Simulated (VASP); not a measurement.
# Sb (C2/c) in VASP: relaxation of cell and atoms with PBE

Aim: the relaxation of cell and atoms of Sb with PBE.

Program: VASP 6.6.1. These are calculated values, not measurements. Logs are shortened: lines on timing, memory, paths and dates and some standing lists are left out, and cuts for length are marked.

### Step 1. The cell of the first run

The structure is monoclinic, space group C2/c (No. 15). The conventional cell has a = 3.274 Å, b = 9.532 Å, c = 3.944 Å, α = 90.00°, β = 92.02°, γ = 90.00°. Within 4.2 Å of Sb (site symmetry 2) lie 10 Sb at 3.18 to 3.94 Å.

### Step 2. Relaxation of cell and atoms, PBE

INCAR reads:

```
ALGO = Normal
EDIFF = 1E-6
EDIFFG = -0.04
ENCUT = 600
GGA = PE
IBRION = 2
ISIF = 3
ISMEAR = 0
LASPH = True
LCHARG = False
LREAL = False
LWAVE = False
NELM = 60
NSW = 90
PREC = Accurate
SIGMA = 0.1
```

KPOINTS reads:

```
k-points
0
Gamma
  6 6 4
```

POSCAR reads:

```
Sb
1.0
    1.6369420379     -4.7658330554      0.0000000000
    1.6369420379      4.7658330554      0.0000000000
   -0.1390157935      0.0000000000      3.9413610993
Sb
2
Direct
    0.8690000000      0.1310000000      0.2500000000
    0.1310000000      0.8690000000      0.7500000000
```

Potentials or basis: VASP PAW PBE potentials, release 64 (Sb).

Launch:

```
cat potpaw_PBE.64/Sb/POTCAR > POTCAR
mpirun -np 1 vasp_std > vasp.out
```

OUTCAR:

```text
EDIFF = 1E-6
   EDIFFG = -0.04
   ENCUT = 600
   GGA = PE
   IBRION = 2
   ISIF = 3
   ISMEAR = 0
   LASPH = True
   LREAL = False
   NELM = 60
   NSW = 90
   PREC = Accurate

 ion  position               nearest neighbor table
   1  0.869  0.131  0.250-   2 3.18   2 3.18   2 3.39   2 3.39   2 3.46   2 3.46
   2  0.131  0.869  0.750-   1 3.18   1 3.18   1 3.39   1 3.39   1 3.46   1 3.46

  LATTYP: Found a base centered monoclinic cell.
 ALAT       =     3.2738840758
 B/A-ratio  =     2.9114244396
 C/A-ratio  =     1.2046278548
 COS(beta)  =    -0.0352490928

  Lattice vectors:

 A1 = (   1.6369420379,  -4.7658330554,   0.0000000000)
 A2 = (   1.6369420379,   4.7658330554,   0.0000000000)
 A3 = (  -0.1390157935,   0.0000000000,   3.9413610993)

Analysis of symmetry for initial positions (statically):
=====================================================================
 Subroutine PRICEL returns:
 Original cell was already a primitive cell.

 Routine SETGRP: Setting up the symmetry group for a
 base centered monoclinic supercell.

 Subroutine GETGRP returns: Found  4 space group operations
 (whereof  2 operations were pure point group operations)
 out of a pool of  4 trial point group operations.

The static configuration has the point symmetry S_2 .
 The point group associated with its full space group is C_2h.

Analysis of symmetry for dynamics (positions and initial velocities):
=====================================================================
 Subroutine PRICEL returns:
 Original cell was already a primitive cell.

 Routine SETGRP: Setting up the symmetry group for a
 base centered monoclinic supercell.

 Subroutine GETGRP returns: Found  4 space group operations
 (whereof  2 operations were pure point group operations)
 out of a pool of  4 trial point group operations.

The dynamic configuration has the point symmetry S_2 .
 The point group associated with its full space group is C_2h.

 Subroutine INISYM returns: Found  4 space group operations
 (whereof  2 operations are pure point group operations),
 and found     1 'primitive' translations

----------------------------------------------------------------------------------------

                                     Primitive cell

  volume of cell :      61.4962

  direct lattice vectors                    reciprocal lattice vectors
     1.636942038 -4.765833055  0.000000000     0.305447590 -0.104913453  0.010773446
     1.636942038  4.765833055  0.000000000     0.305447590  0.104913453  0.010773446
    -0.139015794  0.000000000  3.941361099     0.000000000  0.000000000  0.253719458

  length of vectors
     5.039121347  5.039121347  3.943811951     0.323142584  0.323142584  0.253719458

  position of ions in fractional coordinates (direct lattice)
     0.869000000  0.131000000  0.250000000
     0.131000000  0.869000000  0.750000000

  ion indices of the primitive-cell ions
   primitive index   ion index
                 1           1
                 2           2

----------------------------------------------------------------------------------------

 KPOINTS: k-points

Automatic generation of k-mesh.
 Grid dimensions read from file:
 generate k-points for:    6    6    4

 Generating k-lattice:

  Cartesian coordinates                     Fractional coordinates (reciprocal lattice)
     0.050907932 -0.017485575  0.001795574     0.166666667  0.000000000  0.000000000
     0.050907932  0.017485575  0.001795574     0.000000000  0.166666667  0.000000000
     0.000000000  0.000000000  0.063429864     0.000000000  0.000000000  0.250000000

  Length of vectors
     0.053857097  0.053857097  0.063429864

  Shift w.r.t. Gamma in fractional coordinates (k-lattice)
     0.000000000  0.000000000  0.000000000

 Subroutine IBZKPT returns following result:
 ===========================================

 Found     47 irreducible k-points:

 Following reciprocal coordinates:
            Coordinates               Weight
  0.000000  0.000000  0.000000      1.000000
  0.166667  0.000000 -0.000000      4.000000
  0.333333  0.000000  0.000000      4.000000
  0.500000  0.000000 -0.000000      2.000000
  0.166667  0.166667 -0.000000      2.000000
  0.333333  0.166667  0.000000      4.000000
[... 16 lines left out ...]
 -0.333333  0.166667  0.250000      4.000000
 -0.166667  0.166667  0.250000      4.000000
 [... further k-points ...]
   k-points           NKPTS =     47   k-points in BZ     NKDIM =     47   number of bands    NBANDS=      9
   number of dos      NEDOS =    301   number of ions     NIONS =      2
   total plane-waves  NPLWV =  51200
   dimension x,y,z NGX =    40 NGY =   40 NGZ =   32
   dimension x,y,z NGXF=    80 NGYF=   80 NGZF=   64
   ions per type =               2
   NGX,Y,Z   is equivalent  to a cutoff of  13.20, 13.20, 13.49 a.u.
   NGXF,Y,Z  is equivalent  to a cutoff of  26.39, 26.39, 26.98 a.u.
 SYSTEM =  unknown system
   PREC   = accura    normal or accurate (medium, high low for compatibility)
   ISTART =      0    job   : 0-new  1-cont  2-samecut
   ICHARG =      2    charge: 1-file 2-atom 10-const
   ISPIN  =      1    spin polarized calculation?
   LNONCOLLINEAR =      F non collinear calculations
   LSORBIT =      F    spin-orbit coupling
   LASPH  =      T    aspherical Exc in radial PAW
   ENCUT  =  600.0 eV  44.10 Ry    6.64 a.u.  10.06 10.06  7.88*2*pi/ulx,y,z
   NELM   =     60;   NELMIN=  2; NELMDL= -5     # of ELM steps
   EDIFF  = 0.1E-05   stopping-criterion for ELM
   LREAL  =      F    real-space projection
   EDIFFG = -.4E-01   stopping-criterion for IOM
   NSW    =     90    number of steps for IOM
   IBRION =      2    ionic relax: 0-MD 1-quasi-New 2-CG
   NFREE  =      1    steps in history (QN), initial steepest desc. (CG)
   ISIF   =      3    stress and relaxation
   ISYM   =      2    0-nonsym 1-usesym 2-fastsym
   POTIM  = 0.5000    time-step for ionic-motion
   TEBEG  =    0.0;   TEEND  =   0.0 temperature during run
   PSTRESS=    0.0 pullay stress
   NELECT =      10.0000    total number of electrons
   NUPDOWN=      -1.0000    fix difference up-down
   EMIN   =  10.00;   EMAX   =-10.00  energy-range for DOS
   EFERMI =   0.00;   METHOD = LEGACY
   ISMEAR =     0;   SIGMA  =   0.10  broadening in eV -4-tet -1-fermi 0-gaus
   EFERMI_NEDOS =   21; number of points for ismear=-14 and -15
   IALGO  =     38    algorithm
   IMIX   =      4    mixing-type and parameters
     AMIX     =   0.40;   BMIX     =  1.00
     AMIX_MAG =   1.60;   BMIX_MAG =  1.00
  volume/ion in A,a.u.               =      30.75       207.50
  Fermi-wavevector in a.u.,A,eV,Ry     =   0.893563  1.688590 10.863648  0.798456
  Thomas-Fermi vector in A             =   2.015657
   LORBIT       =      0    0 simple, 1 ext, 2 COOP (PROOUT), +10 PAW based schemes
   GGA     = PE    functional components
   LHFCALC =     F    Hartree Fock is set to
   AEXX    =    0.0000 exact exchange contribution
   IVDW    =     0    specifies the selected vdW correction
   LEPSILON=     F    determine dielectric tensor
   LRPA    =     F    only Hartree local field effects (RPA)
 conjugate gradient relaxation of ions
 non-spin polarized calculation
 Gauss-broadening in eV      SIGMA  =   0.10
  energy-cutoff  :      600.00
  volume of cell :       61.50
 maximum number of plane-waves:      2076
   NGX = 21   NGY = 21   NGZ = 15

--------------------------------------- Ionic step        1  -------------------------------------------

 number of electron      10.0000000 magnetization

 Free energy of the ion-electron system (eV)
  ---------------------------------------------------
  ext. energy  EPLUGINS =         0.00000000
  ---------------------------------------------------
  free energy    TOTEN  =        -7.81553748 eV

  energy without entropy =       -7.80542859  energy(sigma->0) =       -7.81048304

------------------------ aborting loop because EDIFF is reached ----------------------------------------

  FORCE on cell =-STRESS in cart. coord.  units (eV):
  Direction    XX          YY          ZZ          XY          YZ          ZX
  --------------------------------------------------------------------------------------
  -------------------------------------------------------------------------------------
  Total       -1.1760769     -1.8142041     -0.4094918      0.0000000      0.0000000      0.0000523
  in kB      -30.6406477    -47.2659476    -10.6685998      0.0000000      0.0000000      0.0013613
  external PRESSURE =     -29.5250650 kB  Pullay stress =       0.0000000 kB
[... 89 lines left out ...]
  FREE ENERGIE OF THE ION-ELECTRON SYSTEM (eV)
  ---------------------------------------------------
  free  energy   TOTEN  =        -7.8914438877 eV

  energy  without entropy=       -7.8811090809  energy(sigma->0) =       -7.88627648

[... ionic steps 4 to 16 ...]

--------------------------------------- Ionic step       17  -------------------------------------------

 number of electron       9.9999999 magnetization

------------------------ aborting loop because EDIFF is reached ----------------------------------------

  FORCE on cell =-STRESS in cart. coord.  units (eV):
  Direction    XX          YY          ZZ          XY          YZ          ZX
  --------------------------------------------------------------------------------------
  -------------------------------------------------------------------------------------
  Total       -0.0337725      0.0834926      0.1411516      0.0000000      0.0000000      0.0090361
  in kB       -0.8869933      2.1928316      3.7071766      0.0000000      0.0000000      0.2373218
  external PRESSURE =       1.6710050 kB  Pullay stress =       0.0000000 kB
[... 57 lines left out ...]
  energy  without entropy=       -8.1431404353  energy(sigma->0) =       -8.14402151

--------------------------------------- Ionic step       19  -------------------------------------------

 number of electron       9.9999999 magnetization

 Free energy of the ion-electron system (eV)
  ---------------------------------------------------
  ext. energy  EPLUGINS =         0.00000000
  ---------------------------------------------------
  free energy    TOTEN  =        -8.14496630 eV

  energy without entropy =       -8.14317751  energy(sigma->0) =       -8.14407191

 E-fermi :   6.9541     XC(G=0):  -9.5348

 val. band max:        6.7383349377   @ k =   0.5000   0.3333  -0.0000
 cond. band min:       6.9573385255   @ k =   0.3333   0.1667   0.0000
 fundamental gap:      0.2190035877
 Fermi energy:         6.9541395059

 k-point     1 :       0.0000    0.0000    0.0000
  band No.  band energies     occupation
      1      -5.3960      2.00000
      2      -0.5912      2.00000
      3       3.4883      2.00000
      4       3.5437      2.00000
      5       8.4762      0.00000
      6      10.0095      0.00000
      7      10.6219      0.00000
      8      11.0847      0.00000
      9      12.1809      0.00000
[... 265 lines left out ...]
 k-point    24 :      -0.1667    0.1667    0.2500
  band No.  band energies     occupation
      1      -4.7837      2.00000
      2      -1.9145      2.00000
      3       2.6744      2.00000
      4       5.4149      2.00000
      5       6.6335      1.99999
      6      10.0650      0.00000
      7      10.9893      0.00000
      8      11.4608      0.00000
      9      12.5800      0.00000

 [... further k-points ...]
[... 5 lines left out ...]
  --------------------------------------------------------------------------------------
  -------------------------------------------------------------------------------------
  Total        0.0075513     -0.0181056      0.0241363      0.0000000      0.0000000      0.0109358
  in kB        0.1977989     -0.4742608      0.6322297      0.0000000      0.0000000      0.2864556
  external PRESSURE =       0.1185892 kB  Pullay stress =       0.0000000 kB
[... 17 lines left out ...]
  FREE ENERGIE OF THE ION-ELECTRON SYSTEM (eV)
  ---------------------------------------------------
  free  energy   TOTEN  =        -8.1449663000 eV

  energy  without entropy=       -8.1431775105  energy(sigma->0) =       -8.14407191

 reached required accuracy - stopping structural energy minimisation
```

Run time: 5.3 min. Hardware: 1 thread of AMD EPYC 7R43 (Zen 3), shared host; peak memory 0.19 GiB.

Results:

- Free energy: -8.1450 eV
- Relaxed volume: 30.58 Å³/atom
- Relaxed cell: a = 4.726 Å, b = 4.726 Å, c = 4.388 Å, α = 90.06°, β = 90.06°, γ = 141.38°
- Space group after relaxing (to 0.05 Å): Cmcm (No. 63)
- Energy gained by relaxing: 164.7 meV/atom
- Ionic steps: 19
- Pressure after relaxing: 0.0 GPa
- Largest force after relaxing: 0.012 eV/Å
- Band gap on the k mesh: zero (band 5 reaches 11.62 eV, above the bottom of band 6 at 4.91 eV)

Forces on the atoms (eV/Å):
```
Sb   0.000 -0.012  0.000
Sb   0.000  0.012  0.000
```

Stress tensor (GPa, compression positive):
```
 0.02  0.00  0.03
 0.00 -0.05  0.00
 0.03  0.00  0.06
```

Step by step:
| step | energy change (eV) | largest force (eV/Å) | pressure (GPa) | volume (Å³) |
| --- | --- | --- | --- | --- |
| 1 | 0.0000 | 0.5497 | -2.95 | 61.50 |
| 2 | -0.0759 | 0.5144 | 1.72 | 56.57 |
| 3 | -0.0759 | 0.5117 | 1.83 | 56.48 |
| 4 | -0.1656 | 0.4249 | 2.59 | 56.38 |
| 5 | -0.2116 | 0.5518 | 5.65 | 55.61 |
| 6 | -0.2544 | 0.0832 | 4.25 | 56.00 |
| 7 | -0.3072 | 0.0815 | 1.20 | 58.98 |
| 8 | -0.3098 | 0.0732 | 0.35 | 59.97 |
| 9 | -0.3186 | 0.0061 | 0.15 | 60.24 |
| 10 | -0.3227 | 0.1448 | -0.16 | 60.73 |
| 11 | -0.3233 | 0.1042 | -0.08 | 60.59 |
| 12 | -0.3249 | 0.0848 | 0.06 | 60.54 |
| 13 | -0.3274 | 0.0219 | 0.43 | 60.40 |
| 14 | -0.3277 | 0.0184 | 0.62 | 60.33 |
| 15 | -0.3285 | 0.0193 | 0.45 | 60.57 |
| 16 | -0.3292 | 0.0226 | 0.14 | 61.04 |
| 17 | -0.3292 | 0.0224 | 0.17 | 61.00 |
| 18 | -0.3294 | 0.0048 | 0.09 | 61.08 |
| 19 | -0.3294 | 0.0123 | 0.01 | 61.17 |

Final structure:
```cif
data_structure
_symmetry_space_group_name_H-M 'P 1'
_symmetry_Int_Tables_number 1
_cell_length_a 4.7259
_cell_length_b 4.7259
_cell_length_c 4.3880
_cell_angle_alpha 90.060
_cell_angle_beta 90.060
_cell_angle_gamma 141.382
_cell_volume 61.17
loop_
_atom_site_label
_atom_site_type_symbol
_atom_site_fract_x
_atom_site_fract_y
_atom_site_fract_z
_atom_site_occupancy
Sb1 Sb 0.88848 0.11152 0.25000 1
Sb2 Sb 0.11152 0.88848 0.75000 1
```

Caveat: the k points lie up to 0.36 Å⁻¹ apart in the final cell; spin-orbit coupling is left out, which moves the levels of the heavy elements.
